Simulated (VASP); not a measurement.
# Si16O (a cell with a defect) in VASP: single point with PBE

Aim: the single point of Si16O (a cell with a defect) with PBE.

Program: VASP 6.6.1. These are calculated values, not measurements. Logs are shortened: lines on timing, memory, paths and dates and some standing lists are left out, and cuts for length are marked.

## Step 1: The cell of the first run

The cell holds a defect, 17 atoms: a = 7.679 Å, b = 7.679 Å, c = 7.679 Å, α = 60.00°, β = 60.00°, γ = 60.00°.

## Step 2: Single point, PBE, collinear spin, ferromagnetic start

INCAR

```
SYSTEM = Si16O
ALGO = Normal
EDIFF = 1E-7
ENCUT = 520
GGA = PE
ISIF = 2
ISMEAR = -1
ISPIN = 2
LASPH = .TRUE.
LCHARG = .FALSE.
LORBIT = 11
LREAL = Auto
LWAVE = .FALSE.
MAGMOM = 0 0 0 0 0 0 0 0 0 0 0 0 0 0 0 0 1
NBANDS = 53
NELM = 150
PREC = Accurate
SIGMA = 0.02
```

KPOINTS

```
k-points
0
G
  2 2 2
  0 0 0
```

POSCAR

```
Si16O
1.0
    0.0000000000      5.4300000000      5.4300000000
    5.4300000000      0.0000000000      5.4300000000
    5.4300000000      5.4300000000      0.0000000000
Si O
16 1
Direct
    0.0218232044      0.0118784530     -0.0471639042
    0.0901473297      0.2134438306      0.0355064457
   -0.0090055249      0.0249723757      0.4207918969
    0.0689594843      0.1837845304      0.6188305709
   -0.0339318600      0.5670257827     -0.0202670350
    0.1786003683      0.6514548803      0.0669244936
    0.1600828729      0.5274125230      0.4097697974
    0.1738581952      0.6568232044      0.6060865562
    0.4880018416      0.0571546961     -0.0408379374
    0.6212615101      0.1646869245      0.1080570902
    0.4415653775      0.0463904236      0.5105893186
    0.6477900552      0.1648618785      0.5779005525
    0.5503130755      0.5362983425     -0.0617679558
    0.5981767956      0.6773480663      0.1117495396
    0.5334898711      0.5304143646      0.4979097606
    0.6562891344      0.6940423573      0.6102670350
    0.8796316759      0.7489134438      0.4920441989
```

Potentials or basis: VASP PAW PBE potentials, release 64 (Si, O).

Launch:

```
cat potpaw_PBE.64/Si/POTCAR potpaw_PBE.64/O/POTCAR > POTCAR
mpirun -np 1 vasp_std > vasp.out
```

OUTCAR:

```text
SYSTEM = Si16O
   EDIFF = 1E-7
   ENCUT = 520
   GGA = PE
   ISIF = 2
   ISMEAR = -1
   ISPIN = 2
   LASPH = .TRUE.
   LORBIT = 11
   LREAL = Auto
   NELM = 150
   PREC = Accurate

 ion  position               nearest neighbor table
   1  0.022  0.012  0.953-   4 2.15   6 2.27   2 2.28  10 2.53
   2  0.090  0.213  0.036-   5 2.26   1 2.28   3 2.45   9 2.52
   3  0.991  0.025  0.421-  12 2.20  17 2.39   8 2.45   2 2.45   4 2.77
   4  0.069  0.184  0.619-   1 2.15  11 2.34   7 2.55   3 2.77
   5  0.966  0.567  0.980-   2 2.26  14 2.31   8 2.41   6 2.47
   6  0.179  0.651  0.067-   7 2.26   1 2.27  13 2.33   5 2.47
   7  0.160  0.527  0.410-  17 2.00   8 2.24   6 2.26   4 2.55  11 3.12
   8  0.174  0.657  0.606-   7 2.24  15 2.26   5 2.41   3 2.45  17 2.48
   9  0.488  0.057  0.959-  14 2.39  12 2.40  10 2.45   2 2.52
  10  0.621  0.165  0.108-  13 2.36   9 2.45   1 2.53  11 2.54
  11  0.442  0.046  0.511-  16 2.31   4 2.34  12 2.52  10 2.54   7 3.12
  12  0.648  0.165  0.578-   3 2.20  15 2.32   9 2.40  11 2.52
  13  0.550  0.536  0.938-  16 2.09  14 2.33   6 2.33  10 2.36
  14  0.598  0.677  0.112-   5 2.31  13 2.33   9 2.39  15 2.46
  15  0.533  0.530  0.498-   8 2.26  12 2.32  14 2.46  16 2.51
  16  0.656  0.694  0.610-  17 1.65  13 2.09  11 2.31  15 2.51
  17  0.880  0.749  0.492-  16 1.65   7 2.00   3 2.39   8 2.48

  LATTYP: Found a face centered cubic cell.
 ALAT       =    10.8600000000

  Lattice vectors:

 A1 = (   0.0000000000,   5.4300000000,   5.4300000000)
 A2 = (   5.4300000000,   0.0000000000,   5.4300000000)
 A3 = (   5.4300000000,   5.4300000000,   0.0000000000)

Analysis of symmetry for initial positions (statically):
=====================================================================
 Subroutine PRICEL returns:
 Original cell was already a primitive cell.

 Routine SETGRP: Setting up the symmetry group for a
 face centered cubic supercell.

 Subroutine GETGRP returns: Found  1 space group operations
 (whereof  1 operations were pure point group operations)
 out of a pool of 48 trial point group operations.

The static configuration has the point symmetry C_1 .

Analysis of symmetry for dynamics (positions and initial velocities):
=====================================================================
 Subroutine PRICEL returns:
 Original cell was already a primitive cell.

 Routine SETGRP: Setting up the symmetry group for a
 face centered cubic supercell.

 Subroutine GETGRP returns: Found  1 space group operations
 (whereof  1 operations were pure point group operations)
 out of a pool of 48 trial point group operations.

The dynamic configuration has the point symmetry C_1 .

Analysis of structural, dynamic, and magnetic symmetry:
=====================================================================
 Subroutine PRICEL returns:
 Original cell was already a primitive cell.

 Routine SETGRP: Setting up the symmetry group for a
 face centered cubic supercell.

 Subroutine GETGRP returns: Found  1 space group operations
 (whereof  1 operations were pure point group operations)
 out of a pool of 48 trial point group operations.

The overall configuration has the point symmetry C_1 .

 Subroutine INISYM returns: Found  1 space group operations
 (whereof  1 operations are pure point group operations),
 and found     1 'primitive' translations

----------------------------------------------------------------------------------------

                                     Primitive cell

  volume of cell :     320.2060

  direct lattice vectors                    reciprocal lattice vectors
     0.000000000  5.430000000  5.430000000    -0.092081031  0.092081031  0.092081031
     5.430000000  0.000000000  5.430000000     0.092081031 -0.092081031  0.092081031
     5.430000000  5.430000000  0.000000000     0.092081031  0.092081031 -0.092081031

  length of vectors
     7.679179644  7.679179644  7.679179644     0.159489025  0.159489025  0.159489025

  position of ions in fractional coordinates (direct lattice)
     0.021823204  0.011878453  0.952836096
     0.090147330  0.213443831  0.035506446
     0.990994475  0.024972376  0.420791897
     0.068959484  0.183784530  0.618830571
     0.966068140  0.567025783  0.979732965
     0.178600368  0.651454880  0.066924494
[... 9 lines left out ...]
     0.656289134  0.694042357  0.610267035
     0.879631676  0.748913444  0.492044199

  ion indices of the primitive-cell ions
[... 62 lines left out ...]
   NGXF,Y,Z  is equivalent  to a cutoff of  25.98, 25.98, 25.98 a.u.
 SYSTEM =  Si16O
   PREC   = accura    normal or accurate (medium, high low for compatibility)
   ISTART =      0    job   : 0-new  1-cont  2-samecut
   ICHARG =      2    charge: 1-file 2-atom 10-const
   ISPIN  =      2    spin polarized calculation?
   LNONCOLLINEAR =      F non collinear calculations
   LSORBIT =      F    spin-orbit coupling
   LASPH  =      T    aspherical Exc in radial PAW
   ENCUT  =  520.0 eV  38.22 Ry    6.18 a.u.  14.28 14.28 14.28*2*pi/ulx,y,z
   NELM   =    150;   NELMIN=  2; NELMDL= -5     # of ELM steps
   EDIFF  = 0.1E-06   stopping-criterion for ELM
   LREAL  =      T    real-space projection
   EDIFFG = 0.1E-05   stopping-criterion for IOM
   NSW    =      0    number of steps for IOM
   IBRION =     -1    ionic relax: 0-MD 1-quasi-New 2-CG
   NFREE  =      0    steps in history (QN), initial steepest desc. (CG)
   ISIF   =      2    stress and relaxation
   ISYM   =      2    0-nonsym 1-usesym 2-fastsym
   POTIM  = 0.5000    time-step for ionic-motion
   TEBEG  =    0.0;   TEEND  =   0.0 temperature during run
   PSTRESS=    0.0 pullay stress
   NELECT =      70.0000    total number of electrons
   NUPDOWN=      -1.0000    fix difference up-down
   EMIN   =  10.00;   EMAX   =-10.00  energy-range for DOS
   EFERMI =   0.00;   METHOD = LEGACY
   ISMEAR =    -1;   SIGMA  =   0.02  broadening in eV -4-tet -1-fermi 0-gaus
   EFERMI_NEDOS =   21; number of points for ismear=-14 and -15
   IALGO  =     38    algorithm
   IMIX   =      4    mixing-type and parameters
     AMIX     =   0.40;   BMIX     =  1.00
     AMIX_MAG =   1.60;   BMIX_MAG =  1.00
  volume/ion in A,a.u.               =      18.84       127.11
  Fermi-wavevector in a.u.,A,eV,Ry     =   0.986199  1.863645 13.232857  0.972588
  Thomas-Fermi vector in A             =   2.117562
   LORBIT       =     11    0 simple, 1 ext, 2 COOP (PROOUT), +10 PAW based schemes
   GGA     = PE    functional components
   LHFCALC =     F    Hartree Fock is set to
   AEXX    =    0.0000 exact exchange contribution
   IVDW    =     0    specifies the selected vdW correction
   LEPSILON=     F    determine dielectric tensor
   LRPA    =     F    only Hartree local field effects (RPA)
 spin polarized calculation
  energy-cutoff  :      520.00
  volume of cell :      320.21
 maximum number of plane-waves:      8646
 NGX is ok and might be reduce to    60
   NGX = 29   NGY = 29   NGZ = 29

 number of electron      70.0000000 magnetization       0.0000790

 number of electron      70.0000000 magnetization      -0.0000033

 Free energy of the ion-electron system (eV)
  ---------------------------------------------------
  ext. energy  EPLUGINS =         0.00000000
  ---------------------------------------------------
  free energy    TOTEN  =       -88.51107482 eV

  energy without entropy =      -88.51064272  energy(sigma->0) =      -88.51085877

 E-fermi :   6.2291     XC(G=0):  -9.5937

 val. band max:        6.1178789796   @ k =   0.0000   0.5000   0.0000
 cond. band min:       6.3329093358   @ k =   0.0000   0.0000   0.0000
 fundamental gap:      0.2150303562
 Fermi energy:         6.2291148229

 spin component 1

 k-point     1 :       0.0000    0.0000    0.0000
  band No.  band energies     occupation
      1     -13.9939      1.00000
      2      -5.8985      1.00000
      3      -4.3849      1.00000
      4      -3.8832      1.00000
      5      -3.8283      1.00000
      6      -3.3848      1.00000
[... 389 lines left out ...]
     46       9.7198      0.00000
     47      10.0711      0.00000
 Fermi energy:         6.2291148229

 spin component 2

 k-point     1 :       0.0000    0.0000    0.0000
  band No.  band energies     occupation
      1     -13.9939      1.00000
      2      -5.8985      1.00000
      3      -4.3849      1.00000
      4      -3.8832      1.00000
      5      -3.8283      1.00000
      6      -3.3848      1.00000
[... 389 lines left out ...]
     46       9.7198      0.00000
     47      10.0711      0.00000
 [bands above 47 left out]

------------------------ aborting loop because EDIFF is reached ----------------------------------------

  FORCE on cell =-STRESS in cart. coord.  units (eV):
  Direction    XX          YY          ZZ          XY          YZ          ZX
  --------------------------------------------------------------------------------------
  -------------------------------------------------------------------------------------
  Total        6.7779157      8.2144812      5.6267545      1.2111230     -2.4415160     -3.7582603
  in kB       33.9138632     41.1018375     28.1539324      6.0599543    -12.2163274    -18.8047668
  external PRESSURE =      34.3898777 kB  Pullay stress =       0.0000000 kB

 VOLUME and BASIS-vectors are now :
 -----------------------------------------------------------------------------
  energy-cutoff  :      520.00
  volume of cell :      320.21
      direct lattice vectors                 reciprocal lattice vectors
     0.000000000  5.430000000  5.430000000    -0.092081031  0.092081031  0.092081031
     5.430000000  0.000000000  5.430000000     0.092081031 -0.092081031  0.092081031
     5.430000000  5.430000000  0.000000000     0.092081031  0.092081031 -0.092081031

 POSITION                                       TOTAL-FORCE (eV/Angst)
 -----------------------------------------------------------------------------------
      5.23840      5.29240      0.18300         2.340469      0.002848     -1.645275
      1.35180      0.68230      1.64850        -0.518187      2.629788     -0.177409
      2.42050      7.66600      5.51670        -0.314468      1.787933      1.411900
      4.35820      3.73470      1.37240        -2.008815     -2.718153      1.882782
      8.39890     10.56570      8.32470        -0.226176      0.351420      1.416870
      3.90080      1.33320      4.50720        -1.067647     -0.702454     -0.506142
[... 9 lines left out ...]
      7.08240      6.87740      7.33230        -2.223032     -2.870441      1.135871
      6.73840      7.44820      8.84300        -1.505329      0.325303      0.035763
 -----------------------------------------------------------------------------------
    total drift:                                0.002423      0.001914      0.002847

  FREE ENERGIE OF THE ION-ELECTRON SYSTEM (eV)
  ---------------------------------------------------
  free  energy   TOTEN  =       -88.5110748237 eV

  energy  without entropy=      -88.5106427210  energy(sigma->0) =      -88.51085877

 total charge

# of ion       s       p       d       tot
------------------------------------------
    1        0.754   0.980   0.000   1.734
    2        0.752   0.927   0.000   1.679
    3        0.772   0.846   0.000   1.618
    4        0.778   0.900   0.000   1.678
    5        0.752   0.926   0.000   1.678
    6        0.756   0.950   0.000   1.706
[... 9 lines left out ...]
   16        0.745   0.978   0.000   1.722
   17        1.584   3.482   0.000   5.066
--------------------------------------------------
tot         13.740  18.180   0.000  31.920

 magnetization (x)

# of ion       s       p       d       tot
------------------------------------------
    1       -0.000  -0.000   0.000  -0.000
    2        0.000   0.000   0.000   0.000
    3       -0.000  -0.000   0.000  -0.000
    4        0.000   0.000   0.000   0.000
    5        0.000   0.000   0.000   0.000
    6        0.000   0.000   0.000   0.000
[... 9 lines left out ...]
   16       -0.000   0.000   0.000  -0.000
   17       -0.000  -0.000   0.000  -0.000
--------------------------------------------------
tot         -0.000  -0.000   0.000  -0.000
```

It took 16 min on 1 thread of Oxide Virtual Turin-like, shared host; peak memory 0.68 GiB.

Results:

| Item | Value |
| --- | --- |
| Free energy | -88.5111 eV |
| Pressure | 3.4 GPa |
| Largest force | 3.869 eV/Å |
| Band gap on the k mesh | 0.21 eV |
| Net moment | 0.00 μB per cell |
| Valence electrons inside the program's atomic spheres | Si 1.73, 1.68, 1.62, 1.71, 1.63, 1.69, 1.61, 1.65, 1.70, 1.78, 1.72; O 5.07 |

Forces on the atoms (eV/Å):
```
Si   2.340  0.003 -1.645
Si  -0.518  2.630 -0.177
Si  -0.314  1.788  1.412
Si  -2.009 -2.718  1.883
Si  -0.226  0.351  1.417
Si  -1.068 -0.702 -0.506
Si   0.973 -0.577 -2.681
Si   1.504 -0.178  0.572
Si   0.484 -0.140  0.110
Si  -0.696  0.398 -0.720
Si  -0.118 -0.395  1.708
Si   1.271 -0.831 -1.802
Si   1.460  2.339 -2.599
Si   0.973  0.222  0.205
Si  -0.328  0.356  1.654
Si  -2.223 -2.870  1.136
O   -1.505  0.325  0.036
```

Caveat: the k points lie up to 0.50 Å⁻¹ apart.
